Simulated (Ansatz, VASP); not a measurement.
Ti3Al5 in VASP and in Ansatz

```
Ti Al
1.0
     3.89829    0.00000    0.00000
     0.00000    3.89829    0.00000
     0.00000    0.00000    8.32493
Ti Al
3 5
Cartesian
  0.0000 0.0000 4.1625
  1.9491 1.9491 0.0000
  1.9491 1.9491 4.1625
  0.0000 1.9491 2.0923
  0.0000 1.9491 6.2326
  1.9491 0.0000 2.0923
  1.9491 0.0000 6.2326
  0.0000 0.0000 0.0000
```

Alike in both runs: functional r2SCAN; k mesh 10 × 10 × 4; occupations gaussian, width 0.1 eV; no spin polarisation.

Ansatz relaxed the structure, and its values are those at the end. VASP's run is a single point on that final structure, the one shown.

```csv
,VASP,Ansatz
version,VASP 6.6.1,Ansatz 0.2.0
potentials or method,"VASP PAW PBE potentials, release 64 (Ti_sv, Al), cutoff 520 eV","scalar-relativistic, plane waves, PAW"
valence electrons in the cell,51,51
```

Ansatz gave:

- gap on the k mesh at the Fermi level (eV): none
- pressure (GPa): 0.0
- rms of the force components (eV/Å): 0.000

Task: Estimate VASP's values.

Result: gap on the k mesh at the Fermi level (eV): none; pressure (GPa): 0.0; rms of the force components (eV/Å): 0.005.

VASP's potentials were made for PBE, not for r2SCAN. A gap of «none» marks a metal or a gap that the smearing closes.
